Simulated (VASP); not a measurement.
Input of a VASP 6.6.1 run:

File INCAR:

```
PREC = Accurate
ENCUT = 520
EDIFF = 1E-6
ISMEAR = -1
SIGMA = 0.05
LREAL = F
LASPH = T
NELM = 80
ALGO = Normal
ISIF = 2
LWAVE = F
LCHARG = F
GGA = PE
NBANDS = 28
```

KPOINTS

```
regular mesh
0
Gamma
  3 2 3
```

File POSCAR:

```
Mg12F
1.0
    6.4200000000      0.0000000000      0.0000000000
   -4.8150000000      8.3398250000      0.0000000000
    0.0000000000      0.0000000000      5.2130400000
Mg F
12 1
Direct
    0.0351255124      0.0145806417      0.0971410156
    0.1340987101      0.2230142719      0.5958903058
   -0.0474673482      0.3017569314     -0.0084403726
    0.1831035188      0.5477932690      0.4684406795
   -0.0144427090      0.6793308013      0.0520042048
    0.1041959471      0.8743588744      0.5499094578
    0.5050144457     -0.0041967307      0.0070592207
    0.5711118780      0.1899560243      0.4743297577
    0.5158618567      0.3634129013      0.0059082608
    0.6426950772      0.5577575069      0.5336809232
    0.4418664879      0.6224471137     -0.0104929178
    0.6076739530      0.8781239414      0.5262955972
    0.7438630702      0.8866253189     -0.1230759787
```

Potentials or basis: VASP PAW PBE potentials, release 64 (Mg, F).

Run with:

```bash
$ cat potpaw_PBE.64/Mg/POTCAR potpaw_PBE.64/F/POTCAR > POTCAR
$ mpirun -np 1 vasp_std > vasp.out
```

Question: Estimate the pressure.

Answer: 2.3 GPa.

Question: Estimate the band gap on the k mesh.

Answer: Zero (an odd number of electrons rules out a gap without spin polarisation).

Question: What does it give for the largest force?

Answer: 1.173 eV/Å.

Forces in eV/Å, atoms in the order of the input:
```
Mg   0.001  0.317 -0.125
Mg   0.341 -0.171 -0.980
Mg  -0.448  0.806  0.725
Mg  -0.833 -0.266  0.357
Mg   0.355 -0.278 -0.216
Mg   0.582  0.025  0.205
Mg  -0.471 -0.214 -0.026
Mg   0.404  0.376  0.335
Mg   0.190 -0.812  0.281
Mg   0.509 -0.327 -0.482
Mg  -0.230  0.725  0.064
Mg   0.123  0.057 -0.425
F   -0.521 -0.239  0.288
```

Caveat: the k points lie up to 0.40 Å⁻¹ apart, too coarse for converged energies and pressures of a metal; the atoms stand as in a frame of molecular dynamics; an odd number of electrons without spin polarisation forces a metal; a magnetic or distorted state may lie lower.
